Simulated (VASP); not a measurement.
# Al (Im-3m) in VASP: a series of runs

Aim: see how the results for Al move with the level of theory and the settings. Levels: r2SCAN0, r2SCANh, r2SCAN50, HF. Tasks: single point.

Everything below comes from runs of VASP 6.6.1. Logs are shortened: lines on timing, memory, paths and dates and some standing lists are left out, and cuts for length are marked.

## Step 1: The cell of the first run

It takes space group Im-3m (No. 229, cubic). Conventional cell: a = 3.182 Å, b = 3.182 Å, c = 3.182 Å, α = 90.00°, β = 90.00°, γ = 90.00°. Al (site symmetry m-3m) has 14 Al at 2.76 to 3.18 Å within 3.6 Å.

## Step 2: Single point, r2SCAN0

POSCAR

```
Al
1.0
   -1.5912186900      1.5912186900      1.5912186900
    1.5912186900     -1.5912186900      1.5912186900
    1.5912186900      1.5912186900     -1.5912186900
Al
1
Direct
    0.0000000000      0.0000000000      0.0000000000
```

INCAR.step1

```
SYSTEM = Al
  ALGO = Normal
  EDIFF = 1E-5
  ENCUT = 520
  GGA = PE
  ISIF = 2
  ISMEAR = -1
  LASPH = .TRUE.
  LCHARG = .FALSE.
  LREAL = .FALSE.
  LWAVE = .TRUE.
  NBANDS = 8
  NELM = 100
  PREC = Accurate
  SIGMA = 0.05
```

INCAR.step2

```
SYSTEM = Al
  AEXX = 0.25
  ALGO = Normal
  EDIFF = 1E-6
  ENCUT = 520
  ISIF = 2
  ISMEAR = -1
  ISTART = 1
  LASPH = .TRUE.
  LCHARG = .FALSE.
  LHFCALC = .TRUE.
  LMIXTAU = .TRUE.
  LREAL = .FALSE.
  LWAVE = .FALSE.
  METAGGA = R2SCAN
  NBANDS = 8
  NELM = 100
  PREC = Accurate
  PRECFOCK = Normal
  SIGMA = 0.05
```

KPOINTS

```
k-points
0
G
  6 6 6
  0 0 0
```

Potentials or basis: VASP PAW PBE potentials, release 64 (Al).

The run is started by

```bash
cat potpaw_PBE.64/Al/POTCAR > POTCAR
cp INCAR.step1 INCAR
mpirun -np 1 vasp_std > vasp.out
cp INCAR.step2 INCAR
mpirun -np 1 vasp_std > vasp.out
```

OUTCAR:

```text
SYSTEM = Al
   AEXX = 0.25
   EDIFF = 1E-6
   ENCUT = 520
   ISIF = 2
   ISMEAR = -1
   ISTART = 1
   LASPH = .TRUE.
   LHFCALC = .TRUE.
   LREAL = .FALSE.
   METAGGA = R2SCAN
   NELM = 100
   PREC = Accurate
   PRECFOCK = Normal

 ion  position               nearest neighbor table
   1  0.000  0.000  0.000-

  LATTYP: Found a body centered cubic cell.
 ALAT       =     3.1824373800

  Lattice vectors:

 A1 = (  -1.5912186900,   1.5912186900,   1.5912186900)
 A2 = (   1.5912186900,  -1.5912186900,   1.5912186900)
 A3 = (   1.5912186900,   1.5912186900,  -1.5912186900)

Analysis of symmetry for initial positions (statically):
=====================================================================
 Subroutine PRICEL returns:
 Original cell was already a primitive cell.

 Routine SETGRP: Setting up the symmetry group for a
 body centered cubic supercell.

 Subroutine GETGRP returns: Found 48 space group operations
 (whereof 48 operations were pure point group operations)
 out of a pool of 48 trial point group operations.

The static configuration has the point symmetry O_h .

Analysis of symmetry for dynamics (positions and initial velocities):
=====================================================================
 Subroutine PRICEL returns:
 Original cell was already a primitive cell.

 Routine SETGRP: Setting up the symmetry group for a
 body centered cubic supercell.

 Subroutine GETGRP returns: Found 48 space group operations
 (whereof 48 operations were pure point group operations)
 out of a pool of 48 trial point group operations.

The dynamic configuration has the point symmetry O_h .

 Subroutine INISYM returns: Found 48 space group operations
 (whereof 48 operations are pure point group operations),
 and found     1 'primitive' translations

----------------------------------------------------------------------------------------

                                     Primitive cell

  volume of cell :      16.1157

  direct lattice vectors                    reciprocal lattice vectors
    -1.591218690  1.591218690  1.591218690     0.000000000  0.314224565  0.314224565
     1.591218690 -1.591218690  1.591218690     0.314224565  0.000000000  0.314224565
     1.591218690  1.591218690 -1.591218690     0.314224565  0.314224565  0.000000000

  length of vectors
     2.756071617  2.756071617  2.756071617     0.444380641  0.444380641  0.444380641

  position of ions in fractional coordinates (direct lattice)
     0.000000000  0.000000000  0.000000000

  ion indices of the primitive-cell ions
   primitive index   ion index
                 1           1

----------------------------------------------------------------------------------------

 KPOINTS: k-points

Automatic generation of k-mesh.
 Grid dimensions read from file:
 generate k-points for:    6    6    6

 Generating k-lattice:

  Cartesian coordinates                     Fractional coordinates (reciprocal lattice)
     0.000000000  0.052370761  0.052370761     0.166666667  0.000000000  0.000000000
     0.052370761  0.000000000  0.052370761     0.000000000  0.166666667  0.000000000
     0.052370761  0.052370761  0.000000000     0.000000000  0.000000000  0.166666667

  Length of vectors
     0.074063440  0.074063440  0.074063440

  Shift w.r.t. Gamma in fractional coordinates (k-lattice)
     0.000000000  0.000000000  0.000000000

 Subroutine IBZKPT returns following result:
 ===========================================

 Found     16 irreducible k-points:

 Following reciprocal coordinates:
            Coordinates               Weight
  0.000000  0.000000  0.000000      1.000000
  0.166667  0.000000  0.000000     12.000000
  0.333333  0.000000  0.000000     12.000000
  0.500000  0.000000  0.000000      6.000000
  0.166667  0.166667  0.000000     24.000000
  0.333333  0.166667  0.000000     48.000000
[... 8 lines left out ...]
  0.500000  0.500000  0.333333     12.000000
  0.500000  0.500000  0.500000      1.000000
   k-points           NKPTS =     16   k-points in BZ     NKDIM =    216   number of bands    NBANDS=      8
   number of dos      NEDOS =    301   number of ions     NIONS =      1
   total plane-waves  NPLWV =   8000
   dimension x,y,z NGX =    20 NGY =   20 NGZ =   20
   dimension x,y,z NGXF=    40 NGYF=   40 NGZF=   40
   ions per type =               1
   NGX,Y,Z   is equivalent  to a cutoff of  12.06, 12.06, 12.06 a.u.
   NGXF,Y,Z  is equivalent  to a cutoff of  24.13, 24.13, 24.13 a.u.
 SYSTEM =  Al
   PREC   = accura    normal or accurate (medium, high low for compatibility)
   ISTART =      1    job   : 0-new  1-cont  2-samecut
   ICHARG =      0    charge: 1-file 2-atom 10-const
   ISPIN  =      1    spin polarized calculation?
   LNONCOLLINEAR =      F non collinear calculations
   LSORBIT =      F    spin-orbit coupling
   LASPH  =      T    aspherical Exc in radial PAW
   ENCUT  =  520.0 eV  38.22 Ry    6.18 a.u.   5.12  5.12  5.12*2*pi/ulx,y,z
   NELM   =    100;   NELMIN=  2; NELMDL=  0     # of ELM steps
   EDIFF  = 0.1E-05   stopping-criterion for ELM
   LREAL  =      F    real-space projection
   EDIFFG = 0.1E-04   stopping-criterion for IOM
   NSW    =      0    number of steps for IOM
   IBRION =     -1    ionic relax: 0-MD 1-quasi-New 2-CG
   NFREE  =      0    steps in history (QN), initial steepest desc. (CG)
   ISIF   =      2    stress and relaxation
   ISYM   =      3    0-nonsym 1-usesym 2-fastsym
   POTIM  = 0.5000    time-step for ionic-motion
   TEBEG  =    0.0;   TEEND  =   0.0 temperature during run
   PSTRESS=    0.0 pullay stress
   NELECT =       3.0000    total number of electrons
   NUPDOWN=      -1.0000    fix difference up-down
   EMIN   =  10.00;   EMAX   =-10.00  energy-range for DOS
   EFERMI =   0.00;   METHOD = LEGACY
   ISMEAR =    -1;   SIGMA  =   0.05  broadening in eV -4-tet -1-fermi 0-gaus
   EFERMI_NEDOS =   21; number of points for ismear=-14 and -15
   IALGO  =     38    algorithm
   IMIX   =      1    mixing-type and parameters
     AMIX     =   0.40;   BMIX     =  1.00
     AMIX_MAG =   1.60;   BMIX_MAG =  1.00
  volume/ion in A,a.u.               =      16.12       108.75
  Fermi-wavevector in a.u.,A,eV,Ry     =   0.934757  1.766435 11.888371  0.873771
  Thomas-Fermi vector in A             =   2.061595
   LORBIT       =      0    0 simple, 1 ext, 2 COOP (PROOUT), +10 PAW based schemes
   METAGGA = R2SCAN    functional components
   LHFCALC =     T    Hartree Fock is set to
   PRECFOCK=normal    Normal, Fast or Accurate (Low or Medium for compatibility)
   ENCUT4O =  -1.0   cutoff for four orbital integrals eV
   NKREDX  =     1    reduce k-point grid by
   NKREDY  =     1    reduce k-point grid by
   NKREDZ  =     1    reduce k-point grid by
   AEXX    =    0.2500 exact exchange contribution
   HFSCREEN=    0.0000 screening length (either q_TF or 0.3 A-1)
   HFSCREENC=   0.0000 screening length for correlation (either q_TF or 0.3 A-1)
   ENCUTFOCK=  -1.0 apply spherical cutoff to Coloumb kernel
   IVDW    =     0    specifies the selected vdW correction
   LEPSILON=     F    determine dielectric tensor
   LRPA    =     F    only Hartree local field effects (RPA)
 non-spin polarized calculation
  energy-cutoff  :      520.00
  volume of cell :       16.12
 maximum number of plane-waves:       466
  NGX = 16; NGY = 16; NGZ = 16

 number of electron       3.0000000 magnetization

 Free energy of the ion-electron system (eV)
  ---------------------------------------------------
  ext. energy  EPLUGINS =         0.00000000
  ---------------------------------------------------
  free energy    TOTEN  =        -6.64489601 eV

  energy without entropy =       -6.64070967  energy(sigma->0) =       -6.64280284

 E-fermi :   8.4716     XC(G=0):  -8.5015

 val. band max:        7.0202772251   @ k =   0.5000   0.5000   0.3333
 cond. band min:       8.5689395245   @ k =  -0.3333   0.5000   0.1667
 fundamental gap:      1.5486622993
 Fermi energy:         8.4716440172

 k-point     1 :       0.0000    0.0000    0.0000
  band No.  band energies     occupation
      1      -5.4937      2.00000
      2      23.6970      0.00000
      3      23.6970      0.00000
      4      23.6970      0.00000
      5      25.5834      0.00000
      6      25.5834      0.00000
      7      25.5834      0.00000
      8      26.7991      0.00000

 k-point     2 :       0.1667    0.0000    0.0000
  band No.  band energies     occupation
      1      -4.5560      2.00000
      2      17.5183      0.00000
      3      21.0128      0.00000
      4      21.3132      0.00000
      5      23.0047      0.00000
      6      24.2878      0.00000
      7      27.3127      0.00000
      8      27.5476      0.00000

 k-point     3 :       0.3333    0.0000    0.0000
  band No.  band energies     occupation
      1      -1.7566      2.00000
      2       9.9956      0.00000
      3      18.9312      0.00000
      4      18.9507      0.00000
      5      20.7655      0.00000
      6      22.4467      0.00000
      7      29.5179      0.00000
      8      30.1090      0.00000

 k-point     4 :       0.5000    0.0000    0.0000
  band No.  band energies     occupation
      1       2.5405      2.00000
      2       3.3278      2.00000
      3      18.0964      0.00000
      4      18.2581      0.00000
      5      20.0004      0.00000
      6      21.7368      0.00000
      7      31.7070      0.00000
      8      33.2700      0.00000

 k-point     5 :       0.1667    0.1667    0.0000
  band No.  band energies     occupation
      1      -2.6877      2.00000
      2      13.9115      0.00000
      3      14.7058      0.00000
      4      19.1860      0.00000
      5      23.9618      0.00000
      6      24.5834      0.00000
      7      28.7963      0.00000
      8      29.0210      0.00000
[... 89 lines left out ...]
 k-point    14 :      -0.3333    0.3333    0.3333
  band No.  band energies     occupation
      1       1.9580      2.00000
      2      12.5679      0.00000
      3      12.5679      0.00000
      4      13.7159      0.00000
      5      16.0650      0.00000
      6      23.5193      0.00000
      7      30.3365      0.00000
      8      32.2262      0.00000

 k-point    15 :       0.5000    0.5000    0.3333
  band No.  band energies     occupation
      1       6.2195      2.00000
      2       7.0203      2.00000
      3      11.7279      0.00000
      4      13.8342      0.00000
      5      17.4205      0.00000
      6      19.0516      0.00000
      7      30.4527      0.00000
      8      33.1229      0.00000

 k-point    16 :       0.5000    0.5000    0.5000
  band No.  band energies     occupation
      1      12.3331      0.00000
      2      12.3331      0.00000
      3      12.3331      0.00000
      4      13.2161      0.00000
      5      13.2161      0.00000
      6      16.6746      0.00000
      7      36.9786      0.00000
      8      36.9786      0.00000

------------------------ aborting loop because EDIFF is reached ----------------------------------------

  FORCE on cell =-STRESS in cart. coord.  units (eV):
  Direction    XX          YY          ZZ          XY          YZ          ZX
  --------------------------------------------------------------------------------------
  -------------------------------------------------------------------------------------
  Total        0.1384383      0.1384383      0.1384383      0.0000000      0.0000000      0.0000000
  in kB       13.7631264     13.7631264     13.7631264      0.0000000      0.0000000      0.0000000
  external PRESSURE =      13.7631264 kB  Pullay stress =       0.0000000 kB

 VOLUME and BASIS-vectors are now :
 -----------------------------------------------------------------------------
  energy-cutoff  :      520.00
  volume of cell :       16.12
      direct lattice vectors                 reciprocal lattice vectors
    -1.591218690  1.591218690  1.591218690     0.000000000  0.314224565  0.314224565
     1.591218690 -1.591218690  1.591218690     0.314224565  0.000000000  0.314224565
     1.591218690  1.591218690 -1.591218690     0.314224565  0.314224565  0.000000000

 POSITION                                       TOTAL-FORCE (eV/Angst)
 -----------------------------------------------------------------------------------
      0.00000      0.00000      0.00000         0.000000      0.000000      0.000000
 -----------------------------------------------------------------------------------
    total drift:                                0.000000      0.000000      0.000000

  FREE ENERGIE OF THE ION-ELECTRON SYSTEM (eV)
  ---------------------------------------------------
  free  energy   TOTEN  =        -6.6448960098 eV

  energy  without entropy=       -6.6407096747  energy(sigma->0) =       -6.64280284
```

Wall time 96 s (1 thread of AMD EPYC 7R13 (Zen 3), shared host); peak memory 0.09 GiB.

What came out:

| Property | Result |
| --- | --- |
| Free energy | -6.6449 eV |
| Pressure | 1.4 GPa |

Caveat: the k points lie up to 0.47 Å⁻¹ apart; the PAW data sets were made with another functional, which shifts forces and pressure a little.

## Step 3: Single point, r2SCANh

POSCAR is that of step 2.

INCAR.step1

```
PREC = Accurate
ENCUT = 520
EDIFF = 1E-5
ISMEAR = -1
SIGMA = 0.05
LREAL = False
LASPH = True
NELM = 100
ALGO = Normal
ISIF = 2
LWAVE = True
LCHARG = False
GGA = PE
NBANDS = 8
```

INCAR.step2

```
PREC = Accurate
ENCUT = 520
EDIFF = 1E-6
ISMEAR = -1
SIGMA = 0.05
LREAL = False
LASPH = True
NELM = 100
ALGO = Normal
ISIF = 2
LWAVE = False
LCHARG = False
METAGGA = R2SCAN
LHFCALC = True
AEXX = 0.1
LMIXTAU = True
PRECFOCK = Normal
ISTART = 1
NBANDS = 8
```

KPOINTS

```
regular mesh
0
Gamma
  6 6 6
```

Potentials or basis: VASP PAW PBE potentials, release 64 (Al).

The run is started by

```bash
cat potpaw_PBE.64/Al/POTCAR > POTCAR
cp INCAR.step1 INCAR
mpirun -np 1 vasp_std > vasp.out
cp INCAR.step2 INCAR
mpirun -np 1 vasp_std > vasp.out
```

Run time: 1.8 min. Hardware: 1 thread of AMD EPYC 7R13 (Zen 3), shared host; peak memory 0.1 GiB.

The run converged. Its results:

* Free energy: -6.6553 eV
* Pressure: 1.2 GPa

Levels at points of the mesh, in eV from the Fermi level:
```tsv
k point	band 1	band 2	band 3	band 4	band 5	band 6
(0.00, 0.00, 0.00)	-12.75	14.65	14.65	14.65	16.66	16.66
(0.50, 0.00, 0.00)	-5.21	-4.43	9.14	9.37	11.14	12.84
(0.50, 0.50, 0.50)	2.82	2.82	2.82	3.70	3.70	7.40
```

Caveat: the k points lie up to 0.47 Å⁻¹ apart; the PAW data sets were made with another functional, which shifts forces and pressure a little.

## Step 4: Single point, r2SCAN50

POSCAR is that of step 3.

INCAR.step1

```
PREC = Accurate
ENCUT = 520
EDIFF = 1E-5
ISMEAR = -1
SIGMA = 0.05
LREAL = F
LASPH = T
NELM = 60
ALGO = Normal
ISIF = 2
LWAVE = T
NBANDS = 8
GGA = PE
```

INCAR.step2

```
PREC = Accurate
ENCUT = 520
EDIFF = 1E-7
ISMEAR = -1
SIGMA = 0.05
LREAL = F
LASPH = T
NELM = 60
ALGO = Normal
ISIF = 2
LWAVE = F
LCHARG = T
METAGGA = R2SCAN
LHFCALC = T
AEXX = 0.5
LMIXTAU = T
PRECFOCK = Normal
LELF = T
LVHAR = T
NBANDS = 8
ISTART = 1
```

KPOINTS is that of step 3.

The run is started by

```bash
cat potpaw_PBE.64/Al/POTCAR > POTCAR
cp INCAR.step1 INCAR
mpirun -np 1 vasp_std > vasp.out
cp INCAR.step2 INCAR
mpirun -np 1 vasp_std > vasp.out
```

Run time: 2 min. Hardware: 1 thread of AMD EPYC 7R13 (Zen 3), shared host; peak memory 0.1 GiB.

It converged, with:

```yaml
Free_energy: -6.7140 eV
Pressure: 1.7 GPa
```

Levels at points of the mesh, in eV from the Fermi level:
```tsv
k point	band 1	band 2	band 3	band 4
(0.00, 0.00, 0.00)	-16.05	16.18	16.18	16.18
(0.50, 0.00, 0.00)	-7.13	-6.42	10.42	10.48
(0.50, 0.50, 0.50)	5.59	5.59	5.59	6.46
```

Caveat: the k points lie up to 0.47 Å⁻¹ apart; the PAW data sets were made with another functional, which shifts forces and pressure a little.

## Step 5: Single point, HF

POSCAR is that of step 4.

INCAR.step1

```
PREC     = Accurate       # precision mode
ENCUT    = 520            # plane-wave cutoff, eV
EDIFF    = 1E-5           # SCF threshold, eV
ISMEAR   = -1             # smearing method
SIGMA    = 0.05           # smearing width, eV
LREAL    = F              # projectors in reciprocal space
LASPH    = T              # aspherical terms in the spheres
NELM     = 60             # most SCF steps
ALGO     = Normal         # electronic algorithm
ISIF     = 2              # what is computed and relaxed
LWAVE    = T              # write WAVECAR
GGA      = PE             # functional
NBANDS   = 8              # bands
```

INCAR.step2

```
PREC     = Accurate       # precision mode
ENCUT    = 520            # plane-wave cutoff, eV
EDIFF    = 1E-6           # SCF threshold, eV
ISMEAR   = -1             # smearing method
SIGMA    = 0.05           # smearing width, eV
LREAL    = F              # projectors in reciprocal space
LASPH    = T              # aspherical terms in the spheres
NELM     = 60             # most SCF steps
ALGO     = Normal         # electronic algorithm
ISIF     = 2              # what is computed and relaxed
LWAVE    = F              # write WAVECAR
LCHARG   = T              # write CHGCAR
GGA      = PE             # functional
LHFCALC  = T              # exact exchange
AEXX     = 1.0            # exact-exchange fraction
ALDAC    = 0.0          
AGGAC    = 0.0          
PRECFOCK = Normal       
LELF     = T              # ELF
LVHAR    = T            
ISTART   = 1            
NBANDS   = 8              # bands
```

KPOINTS

```
Automatic mesh
0
Gamma
  6 6 6
```

The run is started by

```bash
cat potpaw_PBE.64/Al/POTCAR > POTCAR
cp INCAR.step1 INCAR
mpirun -np 1 vasp_std > vasp.out
cp INCAR.step2 INCAR
mpirun -np 1 vasp_std > vasp.out
```

It took 2.1 min on 1 thread of AMD EPYC 7R13 (Zen 3), shared host; peak memory 0.09 GiB.

Results (log left out):

```
Free energy : -6.7169 eV
Pressure    : 18.0 GPa
```

Levels at points of the mesh, in eV from the Fermi level:
```csv
k point,band 1,band 2,band 3,band 4,band 5
"(0.00, 0.00, 0.00)",-20.92,12.17,19.08,19.08,19.08
"(0.50, 0.00, 0.00)",-10.20,-8.93,11.13,12.80,12.87
"(0.50, 0.50, 0.50)",9.44,9.44,9.44,9.73,10.15
```

Caveat: the k points lie up to 0.47 Å⁻¹ apart; the PAW data sets were made with another functional, which shifts forces and pressure a little.

## Step 6: The runs side by side

| level | gap on the mesh (eV) | pressure (GPa) |
| --- | --- | --- |
| r2SCAN0 | none | 1.4 |
| r2SCANh | none | 1.2 |
| r2SCAN50 | none | 1.7 |
| HF | none | 18.0 |

Alike in all rows: task single point; potentials or basis VASP PAW PBE potentials, release 64 (Al); no spin polarisation; cell as given; k mesh 6 × 6 × 6; cutoff (eV) 520; smearing fermi-dirac 0.05 eV.

Caveats: all runs use coarse meshes; the PAW data sets were made with another functional, which shifts forces and pressure a little.

Total energies depend on the potentials used, so only differences within one code and one set of settings carry meaning.
